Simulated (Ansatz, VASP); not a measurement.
# Two plane-wave programs on HfTiH6

File INCAR:

```
SYSTEM = HfTiH6
  ALGO = Normal
  EDIFF = 1E-6
  EDIFFG = -0.04
  ENCUT = 600
  GGA = PE
  IBRION = 2
  ISIF = 3
  ISMEAR = 0
  LASPH = .True.
  LCHARG = .False.
  LREAL = .False.
  LWAVE = .False.
  NELM = 100
  NSW = 90
  PREC = Accurate
  SIGMA = 0.1
```

Contents of KPOINTS:

```
k-points
0
Gamma
  6 6 6
  0 0 0
```

File POSCAR:

```
HfTiH6
1.0
    3.0642048032      1.7691194680      2.0102965892
   -3.0642048032      1.7691194680      2.0102965892
    0.0000000000     -3.5382389359      2.0102965892
Hf Ti H
1 1 6
Direct
    0.0000000000      0.0000000000      0.0000000000
    0.5000000000      0.5000000000      0.5000000000
    0.2650000000      0.2650000000      0.9260000000
    0.9260000000      0.2650000000      0.2650000000
    0.2650000000      0.9260000000      0.2650000000
    0.0740000000      0.7350000000      0.7350000000
    0.7350000000      0.7350000000      0.0740000000
    0.7350000000      0.0740000000      0.7350000000
```

Input for Ansatz:

```yaml
crystal:
  lattice:
    - [3.0642048032, 1.769119468, 2.0102965892]
    - [-3.0642048032, 1.769119468, 2.0102965892]
    - [0.0, -3.5382389359, 2.0102965892]
  atoms:
    - { symbol: Hf, position: [0.0, 0.0, 0.0] }
    - { symbol: Ti, position: [0.5, 0.5, 0.5] }
    - { symbol: H, position: [0.265, 0.265, 0.926] }
    - { symbol: H, position: [0.926, 0.265, 0.265] }
    - { symbol: H, position: [0.265, 0.926, 0.265] }
    - { symbol: H, position: [0.074, 0.735, 0.735] }
    - { symbol: H, position: [0.735, 0.735, 0.074] }
    - { symbol: H, position: [0.735, 0.074, 0.735] }
basis:
  ecutwfc: 420
kpoints:
  mp_grid: { grid: [6, 6, 6] }
hamiltonian:
  xc: pbe
scf:
  occupations: { method: gaussian, width: 0.1 }
  lower_state_search: "off"
output:
  forces: true
  stress: true
  eigenvalues: true
relax:
  adjacent_minimum: "off"
  f_tol: 0.04
  max_steps: 70
  cell: { stress_tol: 0.4 }
```

Alike in both runs: task relaxation of cell and atoms; functional PBE; k mesh 6 × 6 × 6; occupations gaussian, width 0.1 eV; no spin polarisation.

|  | VASP | Ansatz |
| --- | --- | --- |
| version | VASP 6.6.1 | Ansatz 0.2.0 |
| potentials or method | VASP PAW PBE potentials, release 64 (Hf_pv, Ti_sv, H), cutoff 600 eV | scalar-relativistic, plane waves, PAW |
| valence electrons in the cell | 28 | 44 |

```tsv
	VASP	Ansatz	Ansatz less VASP
gap on the k mesh at the Fermi level, each at its own relaxed structure (eV)	none	none	-
relaxed volume (Å³/atom)	6.73	6.76	+0.036
relaxed cell length with the largest relative difference (Å)	3.779	3.786	+0.0071
```

A gap of «none» marks a metal or a gap that the smearing closes. VASP's potentials hold 28 valence electrons a cell and Ansatz's 44, so a difference there can come from the potentials and not from the codes.

Spin-orbit coupling is off throughout. Noted on VASP's run: the volume moved by over 15 % at a fixed basis, so the end points are rough.
